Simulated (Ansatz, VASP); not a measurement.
**Two plane-wave programs on As**

Contents of POSCAR:

```
As
1.0
    2.9794804000     -0.1006165900      0.3237709600
   -0.1006165900      2.5830128800      0.2618843200
    0.3237709600      0.2618843200      2.5485519600
As
1
Direct
    0.5000000000      0.5000000000      0.5000000000
```

Contents of INCAR.step1:

```
SYSTEM = As
ALGO = Normal ; EDIFF = 1E-5
ENCUT = 520 ; GGA = PE
ISIF = 2 ; ISMEAR = -1
LASPH = .TRUE. ; LREAL = .FALSE.
LWAVE = .TRUE. ; NBANDS = 8
NELM = 100 ; PREC = Accurate
SIGMA = 0.05
```

INCAR.step2

```
SYSTEM = As
AEXX = 0.2 ; ALGO = Normal
EDIFF = 1E-6 ; ENCUT = 520
GGA = PE ; HFSCREEN = 0.2
ISIF = 2 ; ISMEAR = -1
ISTART = 1 ; LASPH = .TRUE.
LCHARG = .TRUE. ; LELF = .TRUE.
LHFCALC = .TRUE. ; LREAL = .FALSE.
LVHAR = .TRUE. ; LWAVE = .FALSE.
NBANDS = 8 ; NELM = 100
PREC = Accurate ; PRECFOCK = Normal
SIGMA = 0.05
```

File KPOINTS:

```
k-points
0
G
  5 5 6
  0 0 0
```

Contents of input:

```
crystal:
  lattice:
    - [2.9794804, -0.10061659, 0.32377096]
    - [-0.10061659, 2.58301288, 0.26188432]
    - [0.32377096, 0.26188432, 2.54855196]
  atoms:
    - { symbol: As, position: [0.5, 0.5, 0.5] }
hamiltonian:
  xc: { exchange: pbe, correlation: pbe, exx: { coeff: 0.2, omega: 0.2 } }
  pseudopotentials: { kind: paw }
kpoints:
  mp_grid: { grid: [5, 5, 6] }
scf:
  occupations: { method: fermi_dirac, width: 0.05 }
output:
  forces: true
  stress: true
  eigenvalues: true
```

Alike in both runs: task single point; functional PBE-based screened hybrid; k mesh 5 × 5 × 6; occupations fermi-dirac, width 0.05 eV; no spin polarisation.

```csv
,VASP,Ansatz
version,VASP 6.6.1,Ansatz 0.2.0
potentials or method,"VASP PAW PBE potentials, release 64 (As)",Ansatz PAW
plane-wave cutoff (eV),520,420
valence electrons in the cell,5,15
```

```tsv
	VASP	Ansatz	Ansatz less VASP
gap on the k mesh at the Fermi level (eV)	none	none	-
pressure (GPa)	3.9	4.2	+0.34
traceless stress, the component that is largest in VASP (GPa)	-10.30	-10.43	-0.124
```

VASP's potentials were made for PBE, not for PBE-based screened hybrid. A gap of «none» marks a metal or a gap that the smearing closes. VASP's potentials hold 5 valence electrons a cell and Ansatz's 15, so a difference there can come from the potentials and not from the codes.

The k mesh is coarse, so the values compare programs but aren't converged.
